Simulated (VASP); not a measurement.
# KNd2Sb3 (P-4m2) in VASP: notebook, part 2 of 3

VASP 6.6.1.

### Step 3. Single point, PBE

This run uses another cell than the first one, of 31.47 Å³/atom.

The input, INCAR:

```
SYSTEM = KNd2Sb3
PREC     = Accurate       ! precision mode
ENCUT    = 500            ! plane-wave cutoff, eV
EDIFF    = 1E-6           ! SCF threshold, eV
ISMEAR   = 0              ! smearing method
SIGMA    = 0.2            ! smearing width, eV
LREAL    = .False.        ! projectors in reciprocal space
LASPH    = .True.         ! aspherical terms in the spheres
NELM     = 200            ! most SCF steps
ALGO     = Normal         ! electronic algorithm
ISIF     = 2              ! what is computed and relaxed
LWAVE    = .False.        ! write WAVECAR
LCHARG   = .False.        ! write CHGCAR
GGA      = PE             ! functional
NBANDS   = 32             ! bands
GGA_COMPAT= .False.      
LMAXMIX  = 6              ! l up to which the mixer works
```

The input, KPOINTS:

```
Automatic mesh
0
Gamma
  4 4 2
  0 0 0
```

The input, POSCAR:

```
KNd2Sb3
1.0
    4.6312146431      0.0000000000      0.0000000000
    0.0000000000      4.6312146431      0.0000000000
    0.0000000000      0.0000000000      8.8034093507
K Nd Sb
1 2 3
Direct
    0.5000000000      0.5000000000      0.0000000000
    0.5000000000      0.0000000000      0.6726570190
    0.0000000000      0.5000000000      0.3273429810
    0.5000000000      0.0000000000      0.3174632251
    0.0000000000      0.5000000000      0.6825367749
    0.0000000000      0.0000000000      0.0000000000
```

Potentials or basis: VASP PAW PBE potentials, release 64 (K_sv, Nd_3, Sb), 4f in core.

The run is started by

```sh
$ cat potpaw_PBE.64/K_sv/POTCAR potpaw_PBE.64/Nd_3/POTCAR potpaw_PBE.64/Sb/POTCAR > POTCAR
$ mpirun -np 1 vasp_std > vasp.out
```

OUTCAR:

```text
SYSTEM = KNd2Sb3
   PREC = Accurate
   ENCUT = 500
   EDIFF = 1E-6
   ISMEAR = 0
   LREAL = .False.
   LASPH = .True.
   NELM = 200
   ISIF = 2
   GGA = PE

 ion  position               nearest neighbor table
   1  0.500  0.500  0.000-   6 3.27   6 3.27   6 3.27   6 3.27   5 3.63   5 3.63   4 3.63   4 3.63
                             3 3.70   2 3.70   3 3.70   2 3.70
   2  0.500  0.000  0.673-   4 3.13   5 3.28   5 3.28   5 3.28   5 3.28   1 3.70   6 3.70   6 3.70
                             1 3.70
   3  0.000  0.500  0.327-   5 3.13   4 3.28   4 3.28   4 3.28   4 3.28   6 3.70   1 3.70   6 3.70
                             1 3.70
   4  0.500  0.000  0.317-   2 3.13   3 3.28   3 3.28   3 3.28   3 3.28   1 3.63   6 3.63   6 3.63
                             1 3.63
   5  0.000  0.500  0.683-   3 3.13   2 3.28   2 3.28   2 3.28   2 3.28   6 3.63   1 3.63   6 3.63
                             1 3.63
   6  0.000  0.000  0.000-   1 3.27   1 3.27   1 3.27   1 3.27   5 3.63   5 3.63   4 3.63   4 3.63
                             2 3.70   2 3.70   3 3.70   3 3.70

  LATTYP: Found a simple tetragonal cell.
 ALAT       =     4.6312146431
 C/A-ratio  =     1.9008856270

  Lattice vectors:

 A1 = (   4.6312146431,   0.0000000000,   0.0000000000)
 A2 = (   0.0000000000,   4.6312146431,   0.0000000000)
 A3 = (   0.0000000000,   0.0000000000,   8.8034093507)

Analysis of symmetry for initial positions (statically):
=====================================================================
 Subroutine PRICEL returns:
 Original cell was already a primitive cell.

 Routine SETGRP: Setting up the symmetry group for a
 simple tetragonal supercell.

 Subroutine GETGRP returns: Found  8 space group operations
 (whereof  8 operations were pure point group operations)
 out of a pool of 16 trial point group operations.

The static configuration has the point symmetry D_2d.

Analysis of symmetry for dynamics (positions and initial velocities):
=====================================================================
 Subroutine PRICEL returns:
 Original cell was already a primitive cell.

 Routine SETGRP: Setting up the symmetry group for a
 simple tetragonal supercell.

 Subroutine GETGRP returns: Found  8 space group operations
 (whereof  8 operations were pure point group operations)
 out of a pool of 16 trial point group operations.

The dynamic configuration has the point symmetry D_2d.

 Subroutine INISYM returns: Found  8 space group operations
 (whereof  8 operations are pure point group operations),
 and found     1 'primitive' translations

----------------------------------------------------------------------------------------

                                     Primitive cell

  volume of cell :     188.8168

  direct lattice vectors                    reciprocal lattice vectors
     4.631214643  0.000000000  0.000000000     0.215926075  0.000000000  0.000000000
     0.000000000  4.631214643  0.000000000     0.000000000  0.215926075  0.000000000
     0.000000000  0.000000000  8.803409351     0.000000000  0.000000000  0.113592355

  length of vectors
     4.631214643  4.631214643  8.803409351     0.215926075  0.215926075  0.113592355

  position of ions in fractional coordinates (direct lattice)
     0.500000000  0.500000000  0.000000000
     0.500000000  0.000000000  0.672657019
     0.000000000  0.500000000  0.327342981
     0.500000000  0.000000000  0.317463225
[... 48 lines left out ...]
  0.500000  0.000000  0.500000      2.000000
  0.250000  0.250000  0.500000      4.000000
  0.500000  0.250000  0.500000      4.000000
  0.500000  0.500000  0.500000      1.000000
   k-points           NKPTS =     12   k-points in BZ     NKDIM =     12   number of bands    NBANDS=     32
   number of dos      NEDOS =    301   number of ions     NIONS =      6
   total plane-waves  NPLWV =  82944
   dimension x,y,z NGX =    36 NGY =   36 NGZ =   64
   dimension x,y,z NGXF=    72 NGYF=   72 NGZF=  128
   ions per type =               1   2   3
   NGX,Y,Z   is equivalent  to a cutoff of  12.92, 12.92, 12.09 a.u.
   NGXF,Y,Z  is equivalent  to a cutoff of  25.85, 25.85, 24.17 a.u.
 SYSTEM =  KNd2Sb3
   PREC   = accura    normal or accurate (medium, high low for compatibility)
   ISTART =      0    job   : 0-new  1-cont  2-samecut
   ICHARG =      2    charge: 1-file 2-atom 10-const
   ISPIN  =      1    spin polarized calculation?
   LNONCOLLINEAR =      F non collinear calculations
   LSORBIT =      F    spin-orbit coupling
   LASPH  =      T    aspherical Exc in radial PAW
   ENCUT  =  500.0 eV  36.75 Ry    6.06 a.u.   8.44  8.44 16.05*2*pi/ulx,y,z
   NELM   =    200;   NELMIN=  2; NELMDL= -5     # of ELM steps
   EDIFF  = 0.1E-05   stopping-criterion for ELM
   LREAL  =      F    real-space projection
   EDIFFG = 0.1E-04   stopping-criterion for IOM
   NSW    =      0    number of steps for IOM
   IBRION =     -1    ionic relax: 0-MD 1-quasi-New 2-CG
   NFREE  =      0    steps in history (QN), initial steepest desc. (CG)
   ISIF   =      2    stress and relaxation
   ISYM   =      2    0-nonsym 1-usesym 2-fastsym
   POTIM  = 0.5000    time-step for ionic-motion
   TEBEG  =    0.0;   TEEND  =   0.0 temperature during run
   PSTRESS=    0.0 pullay stress
   NELECT =      46.0000    total number of electrons
   NUPDOWN=      -1.0000    fix difference up-down
   EMIN   =  10.00;   EMAX   =-10.00  energy-range for DOS
   EFERMI =   0.00;   METHOD = LEGACY
   ISMEAR =     0;   SIGMA  =   0.20  broadening in eV -4-tet -1-fermi 0-gaus
   EFERMI_NEDOS =   21; number of points for ismear=-14 and -15
   IALGO  =     38    algorithm
   IMIX   =      4    mixing-type and parameters
     AMIX     =   0.40;   BMIX     =  1.00
     AMIX_MAG =   1.60;   BMIX_MAG =  1.00
  volume/ion in A,a.u.               =      31.47       212.37
  Fermi-wavevector in a.u.,A,eV,Ry     =   1.022462  1.932173 14.223921  1.045429
  Thomas-Fermi vector in A             =   2.156143
   LORBIT       =      0    0 simple, 1 ext, 2 COOP (PROOUT), +10 PAW based schemes
   GGA     = PE    functional components
   LHFCALC =     F    Hartree Fock is set to
   AEXX    =    0.0000 exact exchange contribution
   IVDW    =     0    specifies the selected vdW correction
   LEPSILON=     F    determine dielectric tensor
   LRPA    =     F    only Hartree local field effects (RPA)
 non-spin polarized calculation
 Gauss-broadening in eV      SIGMA  =   0.20
  energy-cutoff  :      500.00
  volume of cell :      188.82
 maximum number of plane-waves:      4816
 NGX is ok and might be reduce to    36
   NGX = 17   NGY = 17   NGZ = 33

 number of electron      46.0000001 magnetization

 Free energy of the ion-electron system (eV)
  ---------------------------------------------------
  ext. energy  EPLUGINS =         0.00000000
  ---------------------------------------------------
  free energy    TOTEN  =       -26.84378552 eV

  energy without entropy =      -26.77516117  energy(sigma->0) =      -26.80947334

 E-fermi :   4.6451     XC(G=0):  -9.4465

 val. band max:        4.5471202145   @ k =   0.2500   0.2500   0.5000
 cond. band min:       4.7274246345   @ k =   0.2500   0.0000   0.5000
 fundamental gap:      0.1803044200
 Fermi energy:         4.6451078981

 k-point     1 :       0.0000    0.0000    0.0000
  band No.  band energies     occupation
      1     -33.6704      2.00000
      2     -33.6635      2.00000
      3     -25.3447      2.00000
      4     -14.8355      2.00000
      5     -14.7935      2.00000
      6     -14.7935      2.00000
[... 409 lines left out ...]
     31       7.7367      0.00000
     32       7.8708      0.00000

------------------------ aborting loop because EDIFF is reached ----------------------------------------

  FORCE on cell =-STRESS in cart. coord.  units (eV):
  Direction    XX          YY          ZZ          XY          YZ          ZX
  --------------------------------------------------------------------------------------
  -------------------------------------------------------------------------------------
  Total        0.1323515      0.1323515      0.2210300      0.0000000      0.0000000      0.0000000
  in kB        1.1230490      1.1230490      1.8755173      0.0000000      0.0000000      0.0000000
  external PRESSURE =       1.3738718 kB  Pullay stress =       0.0000000 kB

 VOLUME and BASIS-vectors are now :
 -----------------------------------------------------------------------------
  energy-cutoff  :      500.00
  volume of cell :      188.82
      direct lattice vectors                 reciprocal lattice vectors
     4.631214643  0.000000000  0.000000000     0.215926075  0.000000000  0.000000000
     0.000000000  4.631214643  0.000000000     0.000000000  0.215926075  0.000000000
     0.000000000  0.000000000  8.803409351     0.000000000  0.000000000  0.113592355

 POSITION                                       TOTAL-FORCE (eV/Angst)
 -----------------------------------------------------------------------------------
      2.31561      2.31561      0.00000        -0.000000     -0.000000      0.000000
      2.31561      0.00000      5.92168        -0.000000      0.000000      0.007679
      0.00000      2.31561      2.88173        -0.000000      0.000000     -0.007679
      2.31561      0.00000      2.79476        -0.000000      0.000000     -0.092214
      0.00000      2.31561      6.00865         0.000000      0.000000      0.092214
      0.00000      0.00000      0.00000        -0.000000      0.000000      0.000000
 -----------------------------------------------------------------------------------
    total drift:                                0.000000      0.000000     -0.000000

  FREE ENERGIE OF THE ION-ELECTRON SYSTEM (eV)
  ---------------------------------------------------
  free  energy   TOTEN  =       -26.8437855220 eV

  energy  without entropy=      -26.7751611678  energy(sigma->0) =      -26.80947334
```

It took 30 s on 1 thread of Intel Xeon 6975P-C (Granite Rapids), shared host; peak memory 0.3 GiB.

Results:

| Quantity | Value |
| --- | --- |
| Free energy | -26.8438 eV |
| Pressure | 0.1 GPa |
| Largest force | 0.092 eV/Å |
| Band gap on the k mesh | zero (bands 23 and 24 overlap by 0.41 eV) |

Forces in eV/Å, atoms in the order of the input:
```
K    0.000  0.000  0.000
Nd   0.000  0.000  0.008
Nd   0.000  0.000 -0.008
Sb   0.000  0.000 -0.092
Sb   0.000  0.000  0.092
Sb   0.000  0.000  0.000
```

Caveat: spin-orbit coupling is left out, which moves the levels of the heavy elements; the 4f electrons are frozen in the core, so they carry no moment and show no levels. Spin polarisation is off, so any magnetic state and its effect on volume and gap are missing.

### Step 4. Single point, PBE

This run uses another cell than the first one, of 31.52 Å³/atom.

The input, INCAR:

```
  PREC = Accurate
  ENCUT = 500
  EDIFF = 1E-6
  ISMEAR = 0
  SIGMA = 0.2
  LREAL = False
  LASPH = True
  NELM = 200
  ALGO = Normal
  ISIF = 2
  LWAVE = False
  LCHARG = False
  GGA = PE
  NBANDS = 32
  GGA_COMPAT = False
  LMAXMIX = 6
```

The input, KPOINTS:

```
regular mesh
0
Gamma
  4 4 2
```

The input, POSCAR:

```
KNd2Sb3
1.0
    4.6379289247      0.0000000000      0.0000000000
    0.0000000000      4.6379289247      0.0000000000
    0.0000000000      0.0000000000      8.7925700826
K Nd Sb
1 2 3
Direct
    0.0000000000      0.0000000000      0.0000000000
    0.0000000000      0.5000000000      0.6712142747
    0.5000000000      0.0000000000      0.3287857253
    0.5000000000      0.5000000000      0.0000000000
    0.0000000000      0.5000000000      0.3135837580
    0.5000000000      0.0000000000      0.6864162420
```

The run is started by

```sh
$ cat potpaw_PBE.64/K_sv/POTCAR potpaw_PBE.64/Nd_3/POTCAR potpaw_PBE.64/Sb/POTCAR > POTCAR
$ mpirun -np 1 vasp_std > vasp.out
```

Wall time 30 s (1 thread of Intel Xeon 6975P-C (Granite Rapids), shared host); peak memory 0.3 GiB.

It converged, with:

| Quantity | Value |
| --- | --- |
| Free energy | -26.8454 eV |
| Pressure | 0.0 GPa |
| Largest force | 0.035 eV/Å |
| Band gap on the k mesh | zero (bands 23 and 24 overlap by 0.46 eV) |

Forces in eV/Å, atoms in the order of the input:
```
K    0.000  0.000  0.000
Nd   0.000  0.000  0.002
Nd   0.000  0.000 -0.002
Sb   0.000  0.000  0.000
Sb   0.000  0.000  0.035
Sb   0.000  0.000 -0.035
```

Stress tensor (GPa, compression positive):
```
-0.11  0.00  0.00
 0.00 -0.11  0.00
 0.00  0.00  0.11
```

Levels at points of the mesh, in eV from the Fermi level:
```tsv
k point	band 20	band 21	band 22	band 23	band 24	band 25	band 26	band 27
(0.00, 0.00, 0.00)	-0.47	-0.47	-0.45	-0.08	-0.08	0.10	1.37	1.42
(0.50, 0.00, 0.00)	-1.93	-1.65	-1.03	-0.50	0.39	2.01	2.07	2.51
(0.50, 0.50, 0.00)	-1.92	-1.40	-0.88	-0.88	-0.16	0.90	1.15	2.49
(0.00, 0.00, 0.50)	-0.87	-0.63	-0.63	0.19	0.49	0.92	0.92	1.16
(0.50, 0.00, 0.50)	-2.15	-1.92	-0.52	-0.22	0.11	1.90	2.25	2.43
(0.50, 0.50, 0.50)	-1.73	-1.22	-0.97	0.29	0.29	0.31	2.44	2.46
```

Caveat: spin-orbit coupling is left out, which moves the levels of the heavy elements; the 4f electrons are frozen in the core, so they carry no moment and show no levels.

### Step 5. Single point, PBE

This run uses another cell than the first one, of 31.52 Å³/atom.

The input, INCAR:

```
SYSTEM = KNd2Sb3
PREC     = Accurate       ! precision mode
ENCUT    = 500            ! plane-wave cutoff, eV
EDIFF    = 1E-6           ! SCF threshold, eV
ISMEAR   = 0              ! smearing method
SIGMA    = 0.1            ! smearing width, eV
LREAL    = .False.        ! projectors in reciprocal space
LASPH    = .True.         ! aspherical terms in the spheres
NELM     = 200            ! most SCF steps
ALGO     = Normal         ! electronic algorithm
ISIF     = 2              ! what is computed and relaxed
LWAVE    = .False.        ! write WAVECAR
LCHARG   = .False.        ! write CHGCAR
GGA      = PE             ! functional
NBANDS   = 32             ! bands
GGA_COMPAT= .False.      
LMAXMIX  = 6              ! l up to which the mixer works
```

The input, KPOINTS:

```
regular mesh
0
Gamma
  4 4 2
  0 0 0
```

POSCAR is that of step 4.

The run is started by

```sh
$ cat potpaw_PBE.64/K_sv/POTCAR potpaw_PBE.64/Nd_3/POTCAR potpaw_PBE.64/Sb/POTCAR > POTCAR
$ mpirun -np 1 vasp_std > vasp.out
```

Run time: 30 s. Hardware: 1 thread of Intel Xeon 6975P-C (Granite Rapids), shared host; peak memory 0.31 GiB.

The run converged. Its results:

```
Free energy            : -26.8206 eV
Pressure               : -0.1 GPa
Largest force          : 0.049 eV/Å
Band gap on the k mesh : zero (bands 23 and 24 overlap by 0.46 eV)
```

Forces on the atoms (eV/Å):
```
K    0.000  0.000  0.000
Nd   0.000  0.000  0.011
Nd   0.000  0.000 -0.011
Sb   0.000  0.000  0.000
Sb   0.000  0.000  0.049
Sb   0.000  0.000 -0.049
```

Stress tensor (GPa, compression positive):
```
-0.15  0.00  0.00
 0.00 -0.15  0.00
 0.00  0.00  0.09
```

Levels at points of the mesh, in eV from the Fermi level:
```csv
k point,band 19,band 20,band 21,band 22,band 23,band 24,band 25,band 26,band 27,band 28
"(0.00, 0.00, 0.00)",-1.00,-0.46,-0.46,-0.45,-0.08,-0.08,0.10,1.38,1.42,1.79
"(0.50, 0.00, 0.00)",-2.07,-1.93,-1.64,-1.02,-0.49,0.39,2.01,2.08,2.51,2.55
"(0.50, 0.50, 0.00)",-1.91,-1.91,-1.40,-0.87,-0.87,-0.16,0.91,1.16,2.50,2.50
"(0.00, 0.00, 0.50)",-0.96,-0.86,-0.63,-0.63,0.20,0.49,0.93,0.93,1.17,1.17
"(0.50, 0.00, 0.50)",-2.26,-2.14,-1.91,-0.51,-0.22,0.12,1.91,2.25,2.44,2.53
"(0.50, 0.50, 0.50)",-2.07,-1.73,-1.21,-0.96,0.30,0.30,0.32,2.45,2.47,2.47
```

Caveat: spin-orbit coupling is left out, which moves the levels of the heavy elements; the 4f electrons are frozen in the core, so they carry no moment and show no levels. Spin polarisation is off, so any magnetic state and its effect on volume and gap are missing.

(Continued in part 3 of 3.)
